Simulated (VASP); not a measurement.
A run of VASP 6.6.1:

File POSCAR:

```
Yb
1.0
    0.0000000000      2.5688861267      2.5688861267
    2.5688861267      0.0000000000      2.5688861267
    2.5688861267      2.5688861267      0.0000000000
Yb
1
Direct
    0.0000000000      0.0000000000      0.0000000000
```

Contents of INCAR.step1:

```
  ALGO = Normal
  EDIFF = 1E-4
  ENCUT = 520
  GGA = PE
  ISMEAR = -1
  LASPH = True
  LCHARG = False
  LREAL = False
  LWAVE = True
  NBANDS = 18
  NELM = 100
  PREC = Accurate
  SIGMA = 0.1
```

INCAR.step2

```
  ALGO = Normal
  EDIFF = 1E-7
  ENCUT = 520
  ISIF = 2
  ISMEAR = -1
  ISTART = 1
  LASPH = True
  LCHARG = False
  LMIXTAU = True
  LREAL = False
  LWAVE = False
  METAGGA = R2SCAN
  NBANDS = 18
  NELM = 100
  PREC = Accurate
  SIGMA = 0.1
```

The input KPOINTS:

```
k-points
0
Gamma
  11 11 11
```

Potentials or basis: VASP PAW PBE potentials, release 64 (Yb).

The run is started by

```sh
$ cat potpaw_PBE.64/Yb/POTCAR > POTCAR
$ cp INCAR.step1 INCAR
$ mpirun -np 1 vasp_std > vasp.out
$ cp INCAR.step2 INCAR
$ mpirun -np 1 vasp_std > vasp.out
```

Hardware: 1 thread of Intel(R) Xeon(R) Platinum 8488C (Sapphire Rapids) (shared host).

Task: How long does it take, and how much memory?

Result: Run time: 3 min on 1 thread of Intel(R) Xeon(R) Platinum 8488C (Sapphire Rapids), on a shared host, peak memory 0.2 GiB. Counts: k points 56.
